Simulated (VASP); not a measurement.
# SiO2 (I-42d) in VASP: further runs

The runs below take SiO2 through single point, with r2SCAN.

All numbers are computed with VASP 6.6.1; they aren't measurements. Logs are shortened: lines on timing, memory, paths and dates and some standing lists are left out, and cuts for length are marked.

## (1) The cell of the first run

Symmetry: I-42d, No. 122, tetragonal system. Conventional cell: a = 4.867 Å, b = 4.867 Å, c = 7.554 Å, α = 90.00°, β = 90.00°, γ = 90.00°. Si (site symmetry -4) has 4 O at 1.61 Å within 2.1 Å. Within 2.1 Å of O (site symmetry 2) lie 2 Si at 1.61 Å.

## (2) Single point, r2SCAN

POSCAR reads:

```
SiO2
1.0
   -2.4333466033      2.4333466033      3.7772420495
    2.4333466033     -2.4333466033      3.7772420495
    2.4333466033      2.4333466033     -3.7772420495
Si O
2 4
Direct
    0.0000000000      0.0000000000      0.0000000000
    0.7500000000      0.2500000000      0.5000000000
    0.9731664815      0.6250000000      0.8481664815
    0.3750000000      0.2231664815      0.3481664815
    0.7768335185      0.1250000000      0.1518335185
    0.8750000000      0.0268335185      0.6518335185
```

INCAR.step1 reads:

```
SYSTEM = SiO2
ALGO = Normal
EDIFF = 1E-4
ENCUT = 520
GGA = PE
ISMEAR = 0
LASPH = .True.
LCHARG = .False.
LREAL = .False.
LWAVE = .True.
NBANDS = 25
NELM = 100
PREC = Accurate
SIGMA = 0.05
```

INCAR.step2 reads:

```
SYSTEM = SiO2
ALGO = Normal
EDIFF = 1E-6
ENCUT = 520
ISIF = 2
ISMEAR = 0
ISTART = 1
LASPH = .True.
LCHARG = .False.
LMIXTAU = .True.
LREAL = .False.
LWAVE = .False.
METAGGA = R2SCAN
NBANDS = 25
NELM = 100
PREC = Accurate
SIGMA = 0.05
```

KPOINTS reads:

```
k-points
0
Gamma
  8 8 8
  0 0 0
```

Potentials or basis: VASP PAW PBE potentials, release 64 (Si, O).

Launch:

```sh
cat potpaw_PBE.64/Si/POTCAR potpaw_PBE.64/O/POTCAR > POTCAR
cp INCAR.step1 INCAR
mpirun -np 1 vasp_std > vasp.out
cp INCAR.step2 INCAR
mpirun -np 1 vasp_std > vasp.out
```

OUTCAR:

```text
SYSTEM = SiO2
   EDIFF = 1E-6
   ENCUT = 520
   ISIF = 2
   ISMEAR = 0
   ISTART = 1
   LASPH = .True.
   LREAL = .False.
   METAGGA = R2SCAN
   NELM = 100
   PREC = Accurate

 ion  position               nearest neighbor table
   1  0.000  0.000  0.000-   4 1.61   5 1.61   6 1.61   3 1.61   2 3.08   2 3.08   2 3.08   2 3.08

   2  0.750  0.250  0.500-   3 1.61   5 1.61   6 1.61   4 1.61   1 3.08   1 3.08   1 3.08   1 3.08

   3  0.973  0.625  0.848-   2 1.61   1 1.61
   4  0.375  0.223  0.348-   1 1.61   2 1.61
   5  0.777  0.125  0.152-   1 1.61   2 1.61
   6  0.875  0.027  0.652-   1 1.61   2 1.61

  LATTYP: Found a body centered tetragonal cell.
 ALAT       =     4.8666932066
 C/A-ratio  =     1.5522827880

  Lattice vectors:

 A1 = (  -2.4333466033,   2.4333466033,   3.7772420495)
 A2 = (   2.4333466033,  -2.4333466033,   3.7772420495)
 A3 = (   2.4333466033,   2.4333466033,  -3.7772420495)

Analysis of symmetry for initial positions (statically):
=====================================================================
 Subroutine PRICEL returns:
 Original cell was already a primitive cell.

 Routine SETGRP: Setting up the symmetry group for a
 body centered tetragonal supercell.

 Subroutine GETGRP returns: Found  8 space group operations
 (whereof  4 operations were pure point group operations)
 out of a pool of 16 trial point group operations.

The static configuration has the point symmetry S_4 .
 The point group associated with its full space group is D_2d.

Analysis of symmetry for dynamics (positions and initial velocities):
=====================================================================
 Subroutine PRICEL returns:
 Original cell was already a primitive cell.

 Routine SETGRP: Setting up the symmetry group for a
 body centered tetragonal supercell.

 Subroutine GETGRP returns: Found  8 space group operations
 (whereof  4 operations were pure point group operations)
 out of a pool of 16 trial point group operations.

The dynamic configuration has the point symmetry S_4 .
 The point group associated with its full space group is D_2d.

 Subroutine INISYM returns: Found  8 space group operations
 (whereof  4 operations are pure point group operations),
 and found     1 'primitive' translations

----------------------------------------------------------------------------------------

                                     Primitive cell

  volume of cell :      89.4629

  direct lattice vectors                    reciprocal lattice vectors
    -2.433346603  2.433346603  3.777242049     0.000000000  0.205478331  0.132371713
     2.433346603 -2.433346603  3.777242049     0.205478331  0.000000000  0.132371713
     2.433346603  2.433346603 -3.777242049     0.205478331  0.205478331  0.000000000

  length of vectors
     5.109785601  5.109785601  5.109785601     0.244425070  0.244425070  0.290590243

  position of ions in fractional coordinates (direct lattice)
     0.000000000  0.000000000  0.000000000
     0.750000000  0.250000000  0.500000000
     0.973166482  0.625000000  0.848166482
     0.375000000  0.223166482  0.348166482
     0.776833518  0.125000000  0.151833518
     0.875000000  0.026833518  0.651833518

  ion indices of the primitive-cell ions
   primitive index   ion index
                 1           1
                 2           2
                 3           3
                 4           4
                 5           5
                 6           6

----------------------------------------------------------------------------------------

 KPOINTS: k-points

Automatic generation of k-mesh.
 Grid dimensions read from file:
 generate k-points for:    8    8    8

 Generating k-lattice:

  Cartesian coordinates                     Fractional coordinates (reciprocal lattice)
     0.000000000  0.025684791  0.016546464     0.125000000  0.000000000  0.000000000
     0.025684791  0.000000000  0.016546464     0.000000000  0.125000000  0.000000000
     0.025684791  0.025684791  0.000000000     0.000000000  0.000000000  0.125000000

  Length of vectors
     0.030553134  0.030553134  0.036323780

  Shift w.r.t. Gamma in fractional coordinates (k-lattice)
     0.000000000  0.000000000  0.000000000

 Subroutine IBZKPT returns following result:
 ===========================================

 Found     59 irreducible k-points:

 Following reciprocal coordinates:
            Coordinates               Weight
  0.000000  0.000000  0.000000      1.000000
  0.125000  0.000000  0.000000      8.000000
  0.250000  0.000000  0.000000      8.000000
  0.375000 -0.000000  0.000000      8.000000
  0.500000  0.000000  0.000000      4.000000
  0.125000  0.125000  0.000000      8.000000
[... 16 lines left out ...]
  0.250000  0.125000  0.125000     16.000000
  0.375000  0.125000  0.125000      8.000000
 [... further k-points ...]
   k-points           NKPTS =     59   k-points in BZ     NKDIM =     59   number of bands    NBANDS=     25
   number of dos      NEDOS =    301   number of ions     NIONS =      6
   total plane-waves  NPLWV =  64000
   dimension x,y,z NGX =    40 NGY =   40 NGZ =   40
   dimension x,y,z NGXF=    80 NGYF=   80 NGZF=   80
   ions per type =               2   4
   NGX,Y,Z   is equivalent  to a cutoff of  13.01, 13.01, 13.01 a.u.
   NGXF,Y,Z  is equivalent  to a cutoff of  26.03, 26.03, 26.03 a.u.
 SYSTEM =  SiO2
   PREC   = accura    normal or accurate (medium, high low for compatibility)
   ISTART =      1    job   : 0-new  1-cont  2-samecut
   ICHARG =      0    charge: 1-file 2-atom 10-const
   ISPIN  =      1    spin polarized calculation?
   LNONCOLLINEAR =      F non collinear calculations
   LSORBIT =      F    spin-orbit coupling
   LASPH  =      T    aspherical Exc in radial PAW
   ENCUT  =  520.0 eV  38.22 Ry    6.18 a.u.   9.50  9.50  9.50*2*pi/ulx,y,z
   NELM   =    100;   NELMIN=  2; NELMDL=  0     # of ELM steps
   EDIFF  = 0.1E-05   stopping-criterion for ELM
   LREAL  =      F    real-space projection
   EDIFFG = 0.1E-04   stopping-criterion for IOM
   NSW    =      0    number of steps for IOM
   IBRION =     -1    ionic relax: 0-MD 1-quasi-New 2-CG
   NFREE  =      0    steps in history (QN), initial steepest desc. (CG)
   ISIF   =      2    stress and relaxation
   ISYM   =      2    0-nonsym 1-usesym 2-fastsym
   POTIM  = 0.5000    time-step for ionic-motion
   TEBEG  =    0.0;   TEEND  =   0.0 temperature during run
   PSTRESS=    0.0 pullay stress
   NELECT =      32.0000    total number of electrons
   NUPDOWN=      -1.0000    fix difference up-down
   EMIN   =  10.00;   EMAX   =-10.00  energy-range for DOS
   EFERMI =   0.00;   METHOD = LEGACY
   ISMEAR =     0;   SIGMA  =   0.05  broadening in eV -4-tet -1-fermi 0-gaus
   EFERMI_NEDOS =   21; number of points for ismear=-14 and -15
   IALGO  =     38    algorithm
   IMIX   =      4    mixing-type and parameters
     AMIX     =   0.40;   BMIX     =  1.00
     AMIX_MAG =   1.60;   BMIX_MAG =  1.00
  volume/ion in A,a.u.               =      14.91       100.62
  Fermi-wavevector in a.u.,A,eV,Ry     =   1.162101  2.196053 18.374381  1.350479
  Thomas-Fermi vector in A             =   2.298666
   LORBIT       =      0    0 simple, 1 ext, 2 COOP (PROOUT), +10 PAW based schemes
   METAGGA = R2SCAN    functional components
   LHFCALC =     F    Hartree Fock is set to
   AEXX    =    0.0000 exact exchange contribution
   IVDW    =     0    specifies the selected vdW correction
   LEPSILON=     F    determine dielectric tensor
   LRPA    =     F    only Hartree local field effects (RPA)
 non-spin polarized calculation
 Gauss-broadening in eV      SIGMA  =   0.05
  energy-cutoff  :      520.00
  volume of cell :       89.46
 maximum number of plane-waves:      2432
 NGX is ok and might be reduce to    40

 number of electron      32.0000006 magnetization

 Free energy of the ion-electron system (eV)
  ---------------------------------------------------
  ext. energy  EPLUGINS =         0.00000000
  ---------------------------------------------------
  free energy    TOTEN  =       -59.56248170 eV

  energy without entropy =      -59.56248170  energy(sigma->0) =      -59.56248170

 E-fermi :  -0.5376     XC(G=0):  -8.6150

 val. band max:       -0.8184906469   @ k =   0.0000   0.0000   0.0000
 cond. band min:       5.6762017825   @ k =   0.0000   0.0000   0.0000
 fundamental gap:      6.4946924294
 Fermi energy:        -0.5376157709

 k-point     1 :       0.0000    0.0000    0.0000
  band No.  band energies     occupation
      1     -21.0518      2.00000
      2     -19.0381      2.00000
      3     -18.9601      2.00000
      4     -18.9601      2.00000
      5     -10.1716      2.00000
      6      -6.4086      2.00000
[... 17 lines left out ...]
     24      13.2104      0.00000
     25      13.5426      0.00000

 k-point     2 :       0.1250    0.0000    0.0000
  band No.  band energies     occupation
      1     -21.0043      2.00000
      2     -19.0829      2.00000
      3     -18.9976      2.00000
      4     -18.9616      2.00000
      5     -10.0497      2.00000
      6      -6.4591      2.00000
[... 17 lines left out ...]
     24      13.1042      0.00000
     25      13.6773      0.00000

 k-point     3 :       0.2500    0.0000    0.0000
  band No.  band energies     occupation
      1     -20.8732      2.00000
      2     -19.2730      2.00000
      3     -19.0203      2.00000
      4     -18.9659      2.00000
      5      -9.7310      2.00000
      6      -6.6256      2.00000
[... 552 lines left out ...]
 k-point    23 :       0.2500    0.1250    0.1250
  band No.  band energies     occupation
      1     -20.5751      2.00000
      2     -19.6451      2.00000
      3     -19.0358      2.00000
      4     -19.0077      2.00000
      5      -9.0785      2.00000
      6      -7.2250      2.00000
[... 17 lines left out ...]
     24      12.8722      0.00000
     25      13.6925      0.00000

 k-point    24 :       0.3750    0.1250    0.1250
  band No.  band energies     occupation
      1     -20.4720      2.00000
      2     -19.7696      2.00000
      3     -19.0382      2.00000
      4     -19.0110      2.00000
      5      -8.8779      2.00000
      6      -7.3871      2.00000
[... 17 lines left out ...]
     24      13.1973      0.00000
     25      13.6770      0.00000

 [... further k-points ...]
[... 5 lines left out ...]
  --------------------------------------------------------------------------------------
  -------------------------------------------------------------------------------------
  Total        0.5685338      0.5685338     -1.0934555      0.0000000     -0.0000000      0.0000000
  in kB       10.1817888     10.1817888    -19.5825370      0.0000000     -0.0000000      0.0000000
  external PRESSURE =       0.2603469 kB  Pullay stress =       0.0000000 kB

 VOLUME and BASIS-vectors are now :
 -----------------------------------------------------------------------------
  energy-cutoff  :      520.00
  volume of cell :       89.46
      direct lattice vectors                 reciprocal lattice vectors
    -2.433346603  2.433346603  3.777242049     0.000000000  0.205478331  0.132371713
     2.433346603 -2.433346603  3.777242049     0.205478331  0.000000000  0.132371713
     2.433346603  2.433346603 -3.777242049     0.205478331  0.205478331  0.000000000

 POSITION                                       TOTAL-FORCE (eV/Angst)
 -----------------------------------------------------------------------------------
      0.00000      0.00000      0.00000         0.000000      0.000000     -0.000000
      0.00000      2.43335      1.88862         0.000000      0.000000     -0.000000
      1.21667      2.91109      2.83293         0.000000      0.054942      0.000000
      0.47775      1.21667      0.94431         0.054942      0.000000      0.000000
     -1.21667      1.95560      2.83293        -0.000000     -0.054942      0.000000
     -0.47775      3.65002      0.94431        -0.054942      0.000000      0.000000
 -----------------------------------------------------------------------------------
    total drift:                                0.000017      0.000017      0.000001

  FREE ENERGIE OF THE ION-ELECTRON SYSTEM (eV)
  ---------------------------------------------------
  free  energy   TOTEN  =       -59.5624817035 eV

  energy  without entropy=      -59.5624817035  energy(sigma->0) =      -59.56248170
```

It took 5 min on 1 thread of Intel Xeon Platinum 8559C (Emerald Rapids), shared host; peak memory 0.3 GiB.

What came out:

```
Free energy            : -59.5625 eV
Pressure               : 0.0 GPa
Largest force          : 0.055 eV/Å
Band gap on the k mesh : 6.49 eV
```

Forces on the atoms (eV/Å):
```
Si   0.000  0.000  0.000
Si   0.000  0.000  0.000
O    0.000  0.055  0.000
O    0.055  0.000  0.000
O    0.000 -0.055  0.000
O   -0.055  0.000  0.000
```

Caveat: the PAW data sets were made with another functional, which shifts forces and pressure a little.

## (3) Single point, r2SCAN

This run uses another cell than the first one, of the same volume but with other edges.

Changes to POSCAR since step 2:

```diff
@@ -2,5 +2,5 @@
 1.0
-   -2.4333466033      2.4333466033      3.7772420495
-    2.4333466033     -2.4333466033      3.7772420495
-    2.4333466033      2.4333466033     -3.7772420495
+   -2.6642220058      2.6642220058      3.1509531146
+    2.6642220058     -2.6642220058      3.1509531146
+    2.6642220058      2.6642220058     -3.1509531146
 Si O
```

INCAR.step1 reads:

```
PREC = Accurate
ENCUT = 520
ISMEAR = 0
SIGMA = 0.05
LREAL = False
LASPH = True
NELM = 80
NBANDS = 25
GGA = PE
ALGO = Normal
EDIFF = 1E-4
LWAVE = True
LCHARG = False
```

INCAR.step2 reads:

```
PREC = Accurate
ENCUT = 520
EDIFF = 1E-6
ISMEAR = 0
SIGMA = 0.05
LREAL = False
LASPH = True
NELM = 80
ALGO = Normal
ISIF = 2
LWAVE = False
LCHARG = False
METAGGA = R2SCAN
LMIXTAU = True
NBANDS = 25
ISTART = 1
```

KPOINTS reads:

```
Automatic mesh
0
Gamma
  8 8 8
```

Potentials or basis: VASP PAW PBE potentials, release 64 (Si, O).

Launch:

```sh
cat potpaw_PBE.64/Si/POTCAR potpaw_PBE.64/O/POTCAR > POTCAR
cp INCAR.step1 INCAR
mpirun -np 1 vasp_std > vasp.out
cp INCAR.step2 INCAR
mpirun -np 1 vasp_std > vasp.out
```

Wall time 5.4 min (1 thread of Intel Xeon Platinum 8559C (Emerald Rapids), shared host); peak memory 0.3 GiB.

Results (log left out):

- Free energy: -59.1347 eV
- Pressure: -4.2 GPa
- Largest force: 0.392 eV/Å
- Band gap on the k mesh: 6.18 eV

Forces on the atoms (eV/Å):
```
Si   0.000  0.000  0.000
Si   0.000  0.000  0.000
O    0.000 -0.392  0.000
O   -0.392  0.000  0.000
O    0.000  0.392  0.000
O    0.392  0.000  0.000
```

Stress tensor (GPa, compression positive):
```
-7.64  0.00  0.00
 0.00 -7.64  0.00
 0.00  0.00  2.79
```

Levels at points of the mesh, in eV from the valence-band top:
```
           k point  band 14  band 15  band 16  band 17  band 18  band 19
(0.00, 0.00, 0.00)    -0.51     0.00     0.00     6.18     8.88    11.51
(0.50, 0.00, 0.00)    -0.82    -0.32    -0.14     8.47     9.52    10.25
(0.50, 0.50, 0.00)    -0.92    -0.17    -0.17     9.29     9.29    10.75
(0.50, 0.50, 0.50)    -1.37    -0.57    -0.57     9.65     9.65    11.06
```

Caveat: the cell stands under tension; the PAW data sets were made with another functional, which shifts forces and pressure a little. A k mesh can miss the band edges.

## (4) Single point, r2SCAN

This run uses another cell than the first one, of the same volume but with other edges.

Changes to POSCAR since step 3:

```diff
@@ -2,5 +2,5 @@
 1.0
-   -2.6642220058      2.6642220058      3.1509531146
-    2.6642220058     -2.6642220058      3.1509531146
-    2.6642220058      2.6642220058     -3.1509531146
+   -2.2661359267      2.2661359267      4.3552275548
+    2.2661359267     -2.2661359267      4.3552275548
+    2.2661359267      2.2661359267     -4.3552275548
 Si O
```

INCAR.step1 reads:

```
SYSTEM = SiO2
ALGO = Normal ; EDIFF = 1E-4
ENCUT = 520 ; GGA = PE
ISMEAR = 0 ; LASPH = .TRUE.
LCHARG = .FALSE. ; LREAL = .FALSE.
LWAVE = .TRUE. ; NBANDS = 25
NELM = 100 ; PREC = Accurate
SIGMA = 0.05
```

INCAR.step2 reads:

```
SYSTEM = SiO2
ALGO = Normal ; EDIFF = 1E-7
ENCUT = 520 ; ISIF = 2
ISMEAR = 0 ; ISTART = 1
LASPH = .TRUE. ; LCHARG = .FALSE.
LMIXTAU = .TRUE. ; LREAL = .FALSE.
LWAVE = .FALSE. ; METAGGA = R2SCAN
NBANDS = 25 ; NELM = 100
PREC = Accurate ; SIGMA = 0.05
```

KPOINTS reads:

```
k-points
0
G
  8 8 8
  0 0 0
```

Launch:

```sh
cat potpaw_PBE.64/Si/POTCAR potpaw_PBE.64/O/POTCAR > POTCAR
cp INCAR.step1 INCAR
mpirun -np 1 vasp_std > vasp.out
cp INCAR.step2 INCAR
mpirun -np 1 vasp_std > vasp.out
```

Wall time 6.5 min (1 thread of Intel Xeon Platinum 8559C (Emerald Rapids), shared host); peak memory 0.3 GiB.

The run converged. Its results:

| Property | Result |
| --- | --- |
| Free energy | -58.5665 eV |
| Pressure | -5.0 GPa |
| Largest force | 0.310 eV/Å |
| Band gap on the k mesh | 5.40 eV |

Forces on the atoms (eV/Å):
```
Si   0.000  0.000  0.000
Si   0.000  0.000  0.000
O    0.000  0.310  0.000
O    0.310  0.000  0.000
O    0.000 -0.310  0.000
O   -0.310  0.000  0.000
```

Stress tensor (GPa, compression positive):
```
  3.31   0.00   0.00
  0.00   3.31   0.00
  0.00   0.00 -21.55
```

Levels at points of the mesh, in eV from the valence-band top:
```csv
k point,band 14,band 15,band 16,band 17,band 18,band 19
"(0.00, 0.00, 0.00)",-1.31,0.00,0.00,5.40,8.63,9.98
"(0.50, 0.00, 0.00)",-1.07,-0.92,-0.08,7.65,8.60,9.91
"(0.50, 0.50, 0.00)",-1.19,-0.75,-0.75,8.83,8.83,9.70
"(0.50, 0.50, 0.50)",-1.81,-0.05,-0.05,8.31,8.31,10.30
```

Caveat: the cell stands under tension; the PAW data sets were made with another functional, which shifts forces and pressure a little.

## (5) The runs side by side

```csv
cell,gap on the mesh (eV),pressure (GPa),largest force (eV/Å)
"a = 5.110 Å, angles 123.1, 123.1, 84.7°, 6 atoms",6.49,0.0,0.05
"a = 4.912 Å, angles 114.3, 114.3, 100.2°, 6 atoms",6.18,-4.2,0.39
"a = 5.407 Å, angles 130.4, 130.4, 72.7°, 6 atoms",5.40,-5.0,0.31
```

Alike in all rows: task single point; level r2SCAN; potentials or basis VASP PAW PBE potentials, release 64 (Si, O); no spin polarisation; k mesh 8 × 8 × 8; cutoff (eV) 520; smearing gaussian 0.05 eV.

Caveats: the PAW data sets were made with another functional, which shifts forces and pressure a little; the cell stands under tension (at least some runs).

Total energies depend on the potentials used, so only differences within one code and one set of settings carry meaning.
